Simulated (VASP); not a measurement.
Crystal: PtSe2 (Sudovikovite).

```xyz
3
Lattice="3.7240 0.0000 0.0000 -1.8620 3.2251 0.0000 0.0000 0.0000 5.0620" Properties=species:S:1:pos:R:3 pbc="T T T"
Pt    0.0000    0.0000    0.0000
Se    1.8620    1.0750    3.7965
Se    0.0000    2.1501    1.2655
```

| Property | Result |
| --- | --- |
| Program | VASP 6.6.1 |
| Task | relaxation of cell and atoms |
| Functional | PBEsol |
| Dispersion | D4 |
| Potentials or basis | VASP PAW PBE potentials, release 64 (Pt, Se) |
| Cutoff | 600 eV |
| k mesh | 8 × 8 × 5 |
| Occupations | fermi-dirac, width 0.05 eV |
| Spin | no spin polarisation |

At the start: pressure 0.1 GPa; volume 20.27 Å³/atom.

Problem. Where does the relaxation end?

Solution. Over 18 steps the energy falls by 20.9 meV/atom and the volume is 19.08 Å³/atom (-5.9 %); space group P-3m1 (No. 164, to 0.05 Å).

Step by step:
| step | energy change (eV) | largest force (eV/Å) | pressure (GPa) | volume (Å³) |
| --- | --- | --- | --- | --- |
| 1 | 0.0000 | 0.3626 | 0.08 | 60.80 |
| 2 | -0.0117 | 0.1632 | -1.57 | 60.89 |
| 3 | -0.0150 | 0.0231 | -3.02 | 60.97 |
| 4 | -0.0186 | 0.0321 | -2.98 | 60.79 |
| 5 | -0.0288 | 0.0613 | -2.83 | 60.25 |
| 6 | -0.0452 | 0.1338 | -2.43 | 59.18 |
| 7 | -0.0531 | 0.3456 | -1.11 | 57.05 |
| 8 | -0.0553 | 0.2447 | -1.67 | 57.88 |
| 9 | -0.0595 | 0.1156 | -0.59 | 57.57 |
| 10 | -0.0602 | 0.0344 | 0.09 | 57.38 |
| 11 | -0.0608 | 0.0260 | 0.05 | 57.39 |
| 12 | -0.0619 | 0.0000 | -0.10 | 57.43 |
| 13 | -0.0617 | 0.0516 | -0.38 | 57.50 |
| 14 | -0.0622 | 0.0219 | -0.21 | 57.46 |
| 15 | -0.0623 | 0.0386 | 0.04 | 57.34 |
| 16 | -0.0623 | 0.0414 | 0.06 | 57.33 |
| 17 | -0.0625 | 0.0282 | 0.02 | 57.30 |
| 18 | -0.0626 | 0.0018 | -0.06 | 57.23 |

Final structure:
```cif
data_structure
_symmetry_space_group_name_H-M 'P 1'
_symmetry_Int_Tables_number 1
_cell_length_a 3.7466
_cell_length_b 3.7466
_cell_length_c 4.7074
_cell_angle_alpha 90.000
_cell_angle_beta 90.000
_cell_angle_gamma 120.000
_cell_volume 57.23
loop_
_atom_site_label
_atom_site_type_symbol
_atom_site_fract_x
_atom_site_fract_y
_atom_site_fract_z
_atom_site_occupancy
Pt1 Pt 0.00000 0.00000 0.00000 1
Se1 Se 0.66667 0.33333 0.73068 1
Se2 Se 0.33333 0.66667 0.26932 1
```

Caveat: the PAW data sets were made with another functional, which shifts forces and pressure a little; pairwise dispersion overbinds metals, which lowers pressure and volume.
